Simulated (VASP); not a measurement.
Here is a VASP 6.6.1 calculation.

The input INCAR:

```
SYSTEM = Si3Sn
PREC     = Accurate       ! precision mode
ENCUT    = 520            ! plane-wave cutoff, eV
EDIFF    = 1E-6           ! SCF threshold, eV
ISMEAR   = -1             ! smearing method
SIGMA    = 0.086          ! smearing width, eV
LREAL    = .FALSE.        ! projectors in reciprocal space
LASPH    = .TRUE.         ! aspherical terms in the spheres
NELM     = 60             ! most SCF steps
ALGO     = Normal         ! electronic algorithm
ISIF     = 2              ! what is computed and relaxed
LWAVE    = .FALSE.        ! write WAVECAR
LCHARG   = .FALSE.        ! write CHGCAR
GGA      = PS             ! functional
NBANDS   = 21             ! bands
```

File KPOINTS:

```
Automatic mesh
0
G
  4 4 4
  0 0 0
```

The input POSCAR:

```
Si3Sn
1.0
    2.0239181879      1.1685097106      6.6336726392
   -2.0239181879      1.1685097106      6.6336726392
    0.0000000000     -2.3370194212      6.6336726392
Si Sn
3 1
Direct
    0.9831610945      0.0072249070      0.0256329320
    0.5234393979      0.4923674897      0.4777102844
    0.3849926095      0.4007723975      0.3579546808
    0.8713291252      0.8692539425      0.8784964293
```

Potentials or basis: VASP PAW PBE potentials, release 64 (Si, Sn_d).

Command:

```sh
$ cat potpaw_PBE.64/Si/POTCAR potpaw_PBE.64/Sn_d/POTCAR > POTCAR
$ mpirun -np 1 vasp_std > vasp.out
```

(1) What does it give for the largest force?

(2) What does it give for the band gap on the k mesh?

(3) Estimate the pressure.

Answers

(1) 1.765 eV/Å.

(2) 0.09 eV, indirect (least direct gap 0.54 eV).

(3) 0.8 GPa.

Caveat: the k points lie up to 0.45 Å⁻¹ apart; the PAW data sets were made with another functional, which shifts forces and pressure a little; spin-orbit coupling is left out, which moves the levels of the heavy elements.
